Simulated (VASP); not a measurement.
A run of VASP 6.6.1 is set up as follows.

File INCAR:

```
PREC     = Accurate       # precision mode
ENCUT    = 520            # plane-wave cutoff, eV
EDIFF    = 1E-6           # SCF threshold, eV
ISMEAR   = 0              # smearing method
SIGMA    = 0.1            # smearing width, eV
LREAL    = F              # projectors in reciprocal space
LASPH    = T              # aspherical terms in the spheres
NELM     = 60             # most SCF steps
ALGO     = Normal         # electronic algorithm
ISIF     = 2              # what is computed and relaxed
LWAVE    = F              # write WAVECAR
LCHARG   = F              # write CHGCAR
GGA      = PE             # functional
NBANDS   = 48             # bands
```

Contents of KPOINTS:

```
regular mesh
0
Gamma
  6 6 4
```

POSCAR

```
Ta3N
1.0
    5.4598935756      0.0000000000      0.0000000000
   -2.7299467878      4.7284065384      0.0000000000
    0.0000000000      0.0000000000      4.8111851704
Ta N
6 2
Direct
    0.8341249629      0.6682499259      0.2500000000
    0.1658750371      0.8341249629      0.7500000000
    0.3317500741      0.1658750371      0.2500000000
    0.1658750371      0.3317500741      0.7500000000
    0.8341249629      0.1658750371      0.2500000000
    0.6682499259      0.8341249629      0.7500000000
    0.3333333333      0.6666666667      0.2500000000
    0.6666666667      0.3333333333      0.7500000000
```

Potentials or basis: VASP PAW PBE potentials, release 64 (Ta_pv, N).

Run with:

```console
$ cat potpaw_PBE.64/Ta_pv/POTCAR potpaw_PBE.64/N/POTCAR > POTCAR
$ mpirun -np 1 vasp_std > vasp.out
```

(1) Predict the band gap on the k mesh.

(2) Predict the pressure.

(3) Predict the largest force.

Results:

(1) zero (bands 38 and 39 overlap by 1.00 eV).

(2) 0.5 GPa.

(3) 0.018 eV/Å.

Caveat: spin-orbit coupling is left out, which moves the levels of the heavy elements.
